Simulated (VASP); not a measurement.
PbF2, 3 atoms in the cell. It takes space group Fm-3m (No. 225, cubic). Conventional cell: a = 5.916 Å, b = 5.916 Å, c = 5.916 Å, α = 90.00°, β = 90.00°, γ = 90.00°. Within 3.4 Å of Pb (site symmetry m-3m) lie 8 F at 2.56 Å. F (site symmetry -43m) has 4 Pb at 2.56 Å and 6 F at 2.96 Å within 3.4 Å. 

```yaml
Program: VASP 6.6.1
Task: single point
Functional: PBE
Potentials_or_basis: VASP PAW PBE potentials, release 64 (Pb_d, F)
Cutoff: 600 eV
k_mesh: 4 × 4 × 4
Occupations: gaussian, width 0.1 eV
Spin: no spin polarisation
Dipole_correction: no
Further_INCAR_settings: ALGO = Normal; EDIFF = 1e-06; NBANDS = 21
```

Potentials or basis: VASP PAW PBE potentials, release 64 (Pb_d, F).

Command:

```sh
$ cat potpaw_PBE.64/Pb_d/POTCAR potpaw_PBE.64/F/POTCAR > POTCAR
$ mpirun -np 1 vasp_std > vasp.out
```

Hardware: 1 thread of AMD EPYC 9R45 (Zen 5), on a shared host.

Q: How long does it take, and how much memory?

A: It took 14 s on 1 thread of AMD EPYC 9R45 (Zen 5), on a shared host, peak memory 0.17 GiB. Counts: scf iterations 14, k points 8.
